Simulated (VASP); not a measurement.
Here is a VASP 6.6.1 calculation.

The input INCAR:

```
ALGO     = Fast           # electronic algorithm
EDIFF    = 1E-6           # SCF threshold, eV
EDIFFG   = -0.004         # ionic threshold
ENCUT    = 600            # plane-wave cutoff, eV
GGA      = PS             # functional
IBRION   = 2              # ionic algorithm
ISIF     = 3              # what is computed and relaxed
ISMEAR   = 0              # smearing method
LASPH    = True           # aspherical terms in the spheres
LCHARG   = False          # write CHGCAR
LREAL    = False          # projectors in reciprocal space
LWAVE    = False          # write WAVECAR
NELM     = 80             # most SCF steps
NSW      = 70             # ionic steps
PREC     = Accurate       # precision mode
PSTRESS  = 120.0        
SIGMA    = 0.1            # smearing width, eV
```

KPOINTS

```
k-points
0
Gamma
  27 27 14
```

POSCAR

```
Mg
1.0
    2.7950831509      0.0000000000      0.0000000000
   -1.3975415754      2.4206130144      0.0000000000
    0.0000000000      0.0000000000      4.5411701751
Mg
2
Direct
    0.3333333333      0.6666666667      0.2500000000
    0.6666666667      0.3333333333      0.7500000000
```

Potentials or basis: VASP PAW PBE potentials, release 64 (Mg).

Run with:

```bash
$ cat potpaw_PBE.64/Mg/POTCAR > POTCAR
$ mpirun -np 1 vasp_std > vasp.out
```

**Question.** What does it give for the band gap on the k mesh?

**Answer.** Zero (bands 2 and 3 overlap by 2.27 eV).

**Question.** What does it give for the relaxed cell?

**Answer.** a = 2.960 Å, b = 2.960 Å, c = 4.808 Å, α = 90.00°, β = 90.00°, γ = 120.00°.

The path:
| step | energy change (eV) | largest force (eV/Å) | pressure (GPa) | volume (Å³) |
| --- | --- | --- | --- | --- |
| 1 | 0.0000 | 0.0000 | 30.53 | 30.72 |
| 2 | -0.8878 | 0.0000 | 6.66 | 39.32 |
| 3 | -0.7229 | 0.0000 | 12.07 | 36.46 |
| 4 | -0.7320 | 0.0000 | 11.80 | 36.58 |
| 5 | -0.7237 | 0.0000 | 12.05 | 36.47 |
| 6 | -0.7253 | 0.0000 | 12.00 | 36.49 |

Caveat: the cell is relaxed towards a set pressure, so the run minimises the enthalpy, not the energy; the volume moved by over 15 % at a fixed basis, so the end points are rough; the PAW data sets were made with another functional, which shifts forces and pressure a little. Zero-point motion and thermal expansion aren't in these numbers.
